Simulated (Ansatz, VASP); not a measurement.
# WS2: VASP beside Ansatz

```xyz
6
Lattice="3.1744 -0.0275 -0.1446 -1.6110 3.1297 0.0158 -0.5684 -0.2566 12.6951" Properties=species:S:1:pos:R:3 pbc="T T T"
W    -0.0994    2.1459    3.0822
W     0.9144    0.8924    9.2884
S    -0.5095    2.1623    7.5943
S     1.5716    0.9317    1.2127
S    -0.3930    1.6241   11.6296
S     1.5010    0.7802    4.8917
```

Change from the starting cell: all atoms moved at random (sigma 0.22 Å a component), cell strained at random (sigma 0.05).

Alike in both runs: task single point; functional PBEsol; k mesh 12 × 12 × 4; occupations gaussian, width 0.05 eV; no spin polarisation.

```csv
,VASP,Ansatz
version,VASP 6.6.1,Ansatz 0.2.0
potentials or method,"VASP PAW PBE potentials, release 64 (W_sv, S), cutoff 520 eV","scalar-relativistic, plane waves, PAW"
valence electrons in the cell,52,52
```

|  | VASP | Ansatz | Ansatz less VASP |
| --- | --- | --- | --- |
| gap on the k mesh at the Fermi level (eV) | none | none | - |
| pressure (GPa) | -27.0 | -27.1 | -0.02 |
| traceless stress, the component that is largest in VASP (GPa) | 11.61 | 11.62 | +0.008 |
| rms of the force components (eV/Å) | 1.938 | 1.938 | -0.0008 |

VASP's potentials were made for PBE, not for PBEsol. Atom by atom the forces differ by 0.004 eV/Å (rms over components). A gap of «none» marks a metal or a gap that the smearing closes. The functional is the same, so the differences come from potentials, cutoffs and numerics.

Neither program's run includes spin-orbit coupling.
